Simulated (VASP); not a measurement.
The system is K2SiB2.

```
K Si B
1.0
    -2.12075    2.12075    5.37085
     2.12075   -2.12075    5.37085
     2.12075    2.12075   -5.37085
K Si B
2 1 2
Direct
  0.37384 0.37384 0.00000
  0.62616 0.62616 0.00000
  0.00000 0.00000 0.00000
  0.75000 0.25000 0.50000
  0.25000 0.75000 0.50000
```

The cell was generated, and may not be a known phase.

| Item | Value |
| --- | --- |
| Program | VASP 6.6.1 |
| Task | relaxation of cell and atoms |
| Functional | PBE |
| Potentials or basis | VASP PAW PBE potentials, release 64 (K_sv, Si, B) |
| Cutoff | 600 eV |
| k mesh | 6 × 6 × 6 |
| Occupations | gaussian, width 0.1 eV |
| Spin | no spin polarisation |

At the start: pressure 10.8 GPa; volume 19.32 Å³/atom.

**Question.** Where does the relaxation end?

**Answer.** Over 43 steps the energy falls by 1238.7 meV/atom and the volume is 17.08 Å³/atom (-11.6 %); space group I4/mmm (No. 139, to 0.1 Å) before and after.

Step by step:
```
step  energy change (eV)  largest force (eV/Å)  pressure (GPa)  volume (Å³)
   1              0.0000                1.7567           10.80        96.62
   3             -0.9390                0.5947            0.28       126.29
   5             -0.9765                0.1531            0.21       127.00
   7             -0.9864                0.0994           -0.15       129.97
   9             -1.0146                0.1737            0.01       128.89
  11             -1.2856                0.1591            0.75       122.34
  13             -3.2874                4.1686           18.73        77.59
  15             -3.1554                4.3955           20.56        76.20
  17             -3.1558                4.3978           20.58        76.19
  19             -3.1577                4.4050           20.63        76.15
  21             -3.1617                4.4311           20.84        75.98
  23             -3.1609                4.4458           20.99        75.88
  25             -3.1724                4.4323           20.90        75.93
  27             -3.2239                4.3723           20.50        76.15
  29             -3.4218                4.1390           18.90        77.03
  31             -4.0975                3.4582           13.44        80.59
  33             -5.3540                1.4820           -2.51        95.77
  35             -5.5472                1.3904           -1.80        93.40
  37             -6.0671                0.7760            2.69        83.20
  39             -6.1605                0.0506            2.78        82.17
  41             -6.1900                0.0689            0.81        84.36
  43             -6.1937                0.0093            0.03        85.42
```

Final structure:
```yaml
crystal:
  lattice:
    - [-1.42323, 1.42323, 10.54297]
    - [1.42323, -1.42323, 10.54297]
    - [1.42323, 1.42323, -10.54297]
  atoms:
    - { symbol: K, position: [0.37755, 0.37755, 0.00000] }
    - { symbol: K, position: [0.62245, 0.62245, 0.00000] }
    - { symbol: Si, position: [0.00000, 0.00000, 0.00000] }
    - { symbol: B, position: [0.75000, 0.25000, 0.50000] }
    - { symbol: B, position: [0.25000, 0.75000, 0.50000] }
```

Caveat: a cell axis changed by over 15 % at a fixed basis, so the end point is rough.
